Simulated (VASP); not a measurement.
# BaTe (I4/mmm) in VASP: settings compared, part 2 of 2

VASP 6.6.1. The steps go on from the part before.

**3. Single point, PBE (epitaxial xy strain +4.5%)**

The input, INCAR:

```
SYSTEM = BaTe
ALGO = Normal
EDIFF = 1E-6
ENCUT = 520
GGA = PE
ISIF = 2
ISMEAR = 0
LASPH = .TRUE.
LCHARG = .FALSE.
LREAL = .FALSE.
LWAVE = .FALSE.
NBANDS = 15
NELM = 60
PREC = Accurate
SIGMA = 0.01
```

The input, KPOINTS:

```
k-points
0
G
  4 4 4
  0 0 0
```

The input, POSCAR:

```
BaTe
1.0
    0.0000000000      3.6902766683      3.4896019900
    3.6902766683      0.0000000000      3.4896019900
    3.6902766683      3.6902766683      0.0000000000
Ba Te
1 1
Direct
    0.0000000000      0.0000000000      0.0000000000
    0.5000000000      0.5000000000      0.5000000000
```

Potentials or basis: VASP PAW PBE potentials, release 64 (Ba_sv, Te).

Run with:

```sh
> cat potpaw_PBE.64/Ba_sv/POTCAR potpaw_PBE.64/Te/POTCAR > POTCAR
> mpirun -np 1 vasp_std > vasp.out
```

OUTCAR:

```text
SYSTEM = BaTe
   EDIFF = 1E-6
   ENCUT = 520
   GGA = PE
   ISIF = 2
   ISMEAR = 0
   LASPH = .TRUE.
   LREAL = .FALSE.
   NELM = 60
   PREC = Accurate

 ion  position               nearest neighbor table
   1  0.000  0.000  0.000-   2 3.49   2 3.49   2 3.69   2 3.69   2 3.69   2 3.69
   2  0.500  0.500  0.500-   1 3.49   1 3.49   1 3.69   1 3.69   1 3.69   1 3.69

  LATTYP: Found a body centered tetragonal cell.
 ALAT       =     5.2188393132
 C/A-ratio  =     1.3373096126

  Lattice vectors:

 A1 = (   0.0000000000,  -3.6902766683,  -3.4896019900)
 A2 = (   0.0000000000,   3.6902766683,  -3.4896019900)
 A3 = (   3.6902766683,   0.0000000000,   3.4896019900)

Analysis of symmetry for initial positions (statically):
=====================================================================
 Subroutine PRICEL returns:
 Original cell was already a primitive cell.

 Routine SETGRP: Setting up the symmetry group for a
 body centered tetragonal supercell.

 Subroutine GETGRP returns: Found 16 space group operations
 (whereof 16 operations were pure point group operations)
 out of a pool of 16 trial point group operations.

The static configuration has the point symmetry D_4h.

Analysis of symmetry for dynamics (positions and initial velocities):
=====================================================================
 Subroutine PRICEL returns:
 Original cell was already a primitive cell.

 Routine SETGRP: Setting up the symmetry group for a
 body centered tetragonal supercell.

 Subroutine GETGRP returns: Found 16 space group operations
 (whereof 16 operations were pure point group operations)
 out of a pool of 16 trial point group operations.

The dynamic configuration has the point symmetry D_4h.

 Subroutine INISYM returns: Found 16 space group operations
 (whereof 16 operations are pure point group operations),
 and found     1 'primitive' translations

----------------------------------------------------------------------------------------

                                     Primitive cell

  volume of cell :      95.0438

[... 108 lines left out ...]
 Gauss-broadening in eV      SIGMA  =   0.01
  energy-cutoff  :      520.00
  volume of cell :       95.04
 maximum number of plane-waves:      2605
 NGX is ok and might be reduce to    40
   NGX = 19   NGY = 19   NGZ = 19

 number of electron      16.0000000 magnetization

 Free energy of the ion-electron system (eV)
  ---------------------------------------------------
  ext. energy  EPLUGINS =         0.00000000
  ---------------------------------------------------
  free energy    TOTEN  =        -8.56385133 eV

  energy without entropy =       -8.56385133  energy(sigma->0) =       -8.56385133

 E-fermi :   1.8394     XC(G=0):  -7.8348

 val. band max:        1.7432661605   @ k =   0.0000   0.0000   0.0000
 cond. band min:       3.3809785620   @ k =   0.5000   0.5000   0.0000
 fundamental gap:      1.6377124015
 Fermi energy:         1.8394412693

 k-point     1 :       0.0000    0.0000    0.0000
  band No.  band energies     occupation
      1     -25.6314      2.00000
      2     -10.7630      2.00000
      3     -10.7630      2.00000
      4     -10.7563      2.00000
      5      -7.6608      2.00000
      6       1.6450      2.00000
      7       1.6450      2.00000
      8       1.7433      2.00000
      9       4.1249      0.00000
     10       4.5364      0.00000
     11       4.5364      0.00000
     12       4.8467      0.00000
     13       5.0444      0.00000
     14       5.3588      0.00000
[... 203 lines left out ...]
      2     -10.8717      2.00000
      3     -10.8484      2.00000
      4     -10.8484      2.00000
      5      -7.2953      2.00000
      6       0.4372      2.00000
      7       0.7385      2.00000
      8       0.7385      2.00000
      9       5.3599      0.00000
     10       5.3599      0.00000
     11       6.0410      0.00000
     12       6.2340      0.00000
     13       6.9342      0.00000
     14       9.4863      0.00000
     15       9.4863      0.00000

------------------------ aborting loop because EDIFF is reached ----------------------------------------

  FORCE on cell =-STRESS in cart. coord.  units (eV):
  Direction    XX          YY          ZZ          XY          YZ          ZX
  --------------------------------------------------------------------------------------
  -------------------------------------------------------------------------------------
  Total       -1.3100156     -1.3100156      0.2240260      0.0000000     -0.0000000      0.0000000
  in kB      -22.0832654    -22.0832654      3.7764627      0.0000000     -0.0000000      0.0000000
  external PRESSURE =     -13.4633560 kB  Pullay stress =       0.0000000 kB

 VOLUME and BASIS-vectors are now :
 -----------------------------------------------------------------------------
  energy-cutoff  :      520.00
  volume of cell :       95.04
      direct lattice vectors                 reciprocal lattice vectors
     0.000000000  3.690276668  3.489601990    -0.135491196  0.135491196  0.143282816
     3.690276668  0.000000000  3.489601990     0.135491196 -0.135491196  0.143282816
     3.690276668  3.690276668  0.000000000     0.135491196  0.135491196 -0.143282816

 POSITION                                       TOTAL-FORCE (eV/Angst)
 -----------------------------------------------------------------------------------
      0.00000      0.00000      0.00000         0.000000      0.000000     -0.000000
      3.69028      3.69028      3.48960         0.000000      0.000000      0.000000
 -----------------------------------------------------------------------------------
    total drift:                                0.000000     -0.000000     -0.000000

  FREE ENERGIE OF THE ION-ELECTRON SYSTEM (eV)
  ---------------------------------------------------
  free  energy   TOTEN  =        -8.5638513348 eV

  energy  without entropy=       -8.5638513348  energy(sigma->0) =       -8.56385133
```

OSZICAR:

```text
N       E                     dE             d eps       ncg     rms          rms(c)
DAV:   1     0.801530738628E+02    0.80153E+02   -0.62584E+03   390   0.884E+02
DAV:   2    -0.332723553474E+01   -0.83480E+02   -0.77757E+02   495   0.153E+02
DAV:   3    -0.856570960920E+01   -0.52385E+01   -0.52002E+01   540   0.391E+01
DAV:   4    -0.870147203211E+01   -0.13576E+00   -0.13574E+00   516   0.642E+00
DAV:   5    -0.870303034232E+01   -0.15583E-02   -0.15583E-02   549   0.648E-01    0.334E+00
DAV:   6    -0.855433872216E+01    0.14869E+00   -0.18070E-01   467   0.196E+00    0.219E+00
DAV:   7    -0.855400407024E+01    0.33465E-03   -0.13512E-01   525   0.190E+00    0.851E-01
DAV:   8    -0.856306081938E+01   -0.90567E-02   -0.17920E-02   397   0.871E-01    0.185E-01
DAV:   9    -0.856356338877E+01   -0.50257E-03   -0.12846E-03   502   0.220E-01    0.704E-02
DAV:  10    -0.856382084394E+01   -0.25746E-03   -0.38049E-04   440   0.121E-01    0.143E-02
DAV:  11    -0.856385243988E+01   -0.31596E-04   -0.64093E-05   467   0.457E-02    0.212E-02
DAV:  12    -0.856385141662E+01    0.10233E-05   -0.57881E-06   460   0.143E-02    0.421E-03
DAV:  13    -0.856385133478E+01    0.81836E-07   -0.13993E-06   422   0.514E-03
   1 F= -.85638513E+01 E0= -.85638513E+01  d E =-.595003E-44
```

stdout:

```text
POSCAR found type information on POSCAR BaTe
 POSCAR found :  2 types and       2 ions
 scaLAPACK will be used
 LDA part: xc-table for (Slater+PW92), standard interpolation
 POSCAR, INCAR and KPOINTS ok, starting setup
 FFT: planning ... GRIDC
 FFT: planning ... GRID_SOFT
 FFT: planning ... GRID
 WAVECAR not read
 entering main loop
```

It took 16 s on 1 thread of Intel Xeon 6975P-C (Granite Rapids), shared host; peak memory 0.23 GiB.

What came out:

* Free energy: -8.5639 eV
* Pressure: -1.3 GPa
* Band gap on the k mesh: 1.64 eV (least direct gap 2.02 eV)

Caveat: the cell differs from its parent crystal (epitaxial xy strain +4.5%); spin-orbit coupling is left out, which moves the levels of the heavy elements.

**4. Single point, HSE06 (uniaxial x strain -2.7%)**

The input, POSCAR:

```
BaTe
1.0
    0.0000000000      3.5323793130      3.5323793130
    3.4366518336      0.0000000000      3.5323793130
    3.4366518336      3.5323793130      0.0000000000
Ba Te
1 1
Direct
    0.0000000000      0.0000000000      0.0000000000
    0.5000000000      0.5000000000      0.5000000000
```

The input, INCAR.step1:

```
ALGO = Normal ; EDIFF = 1E-5
ENCUT = 520 ; GGA = PE
ISIF = 2 ; ISMEAR = 0
LASPH = T ; LCHARG = F
LREAL = F ; LWAVE = T
NBANDS = 15 ; NELM = 80
PREC = Accurate ; SIGMA = 0.01
```

The input, INCAR.step2:

```
ALGO = Normal ; EDIFF = 1E-7
ENCUT = 520 ; GGA = PE
HFSCREEN = 0.2079 ; ISIF = 2
ISMEAR = 0 ; ISTART = 1
LASPH = T ; LCHARG = F
LHFCALC = T ; LREAL = F
LWAVE = F ; NBANDS = 15
NELM = 80 ; PREC = Accurate
PRECFOCK = Normal ; SIGMA = 0.01
```

The input, KPOINTS:

```
k-points
0
Gamma
  4 4 4
```

Run with:

```sh
> cat potpaw_PBE.64/Ba_sv/POTCAR potpaw_PBE.64/Te/POTCAR > POTCAR
> cp INCAR.step1 INCAR
> mpirun -np 1 vasp_std > vasp.out
> cp INCAR.step2 INCAR
> mpirun -np 1 vasp_std > vasp.out
```

Wall time 11 min (1 thread of Intel Xeon 6975P-C (Granite Rapids), shared host); peak memory 0.35 GiB.

It converged, with:

| Item | Value |
| --- | --- |
| Free energy | -9.7846 eV |
| Pressure | 0.9 GPa |
| Band gap on the k mesh | 2.19 eV (least direct gap 2.62 eV) |

Stress tensor (GPa, compression positive):
```
2.29 0.00 0.00
0.00 0.26 0.00
0.00 0.00 0.26
```

Levels at points of the mesh, in eV from the valence-band top:
| k point | band 4 | band 5 | band 6 | band 7 | band 8 | band 9 | band 10 | band 11 | band 12 | band 13 |
| --- | --- | --- | --- | --- | --- | --- | --- | --- | --- | --- |
| (0.00, 0.00, 0.00) | -13.06 | -10.44 | -0.07 | -0.07 | 0.00 | 3.56 | 3.66 | 3.66 | 3.85 | 4.29 |
| (0.50, 0.00, 0.00) | -13.07 | -9.57 | -2.46 | -1.25 | -1.23 | 4.87 | 5.70 | 5.86 | 5.93 | 7.70 |
| (0.50, 0.50, 0.00) | -13.14 | -10.20 | -1.35 | -0.47 | -0.43 | 2.19 | 5.22 | 5.54 | 6.54 | 6.72 |
| (0.00, 0.50, 0.50) | -13.17 | -10.19 | -1.23 | -0.53 | -0.53 | 2.19 | 5.37 | 5.44 | 6.62 | 6.77 |

Caveat: the cell differs from its parent crystal (uniaxial x strain -2.7%); the PAW data sets were made with another functional, which shifts forces and pressure a little; spin-orbit coupling is left out, which moves the levels of the heavy elements. A k mesh can miss the band edges.

**5. Summary**

```csv
level,cell,grid for exact exchange (PRECFOCK),share of exact exchange,screening parameter,gap on the mesh (eV),pressure (GPa)
PBE,"a = 4.996, b = 4.928, c = 4.928 Å, angles 60.9, 59.5, 59.5°, 2 atoms",-,-,-,1.46,1.3
PBE,"a = 5.079, b = 5.079, c = 5.219 Å, angles 59.1, 59.1, 61.8°, 2 atoms",-,-,-,1.64,-1.3
HSE06,"a = 4.996, b = 4.928, c = 4.928 Å, angles 60.9, 59.5, 59.5°, 2 atoms",Normal,0.25,0.2079 1/Å,2.19,0.9
```

Alike in all rows: task single point; potentials or basis VASP PAW PBE potentials, release 64 (Ba_sv, Te); no spin polarisation; k mesh 4 × 4 × 4; cutoff (eV) 520; smearing gaussian 0.01 eV.

Caveats: spin-orbit coupling is left out, which moves the levels of the heavy elements; the PAW data sets were made with another functional, which shifts forces and pressure a little (at least some runs).

Total energies depend on the potentials used, so only differences within one code and one set of settings carry meaning.
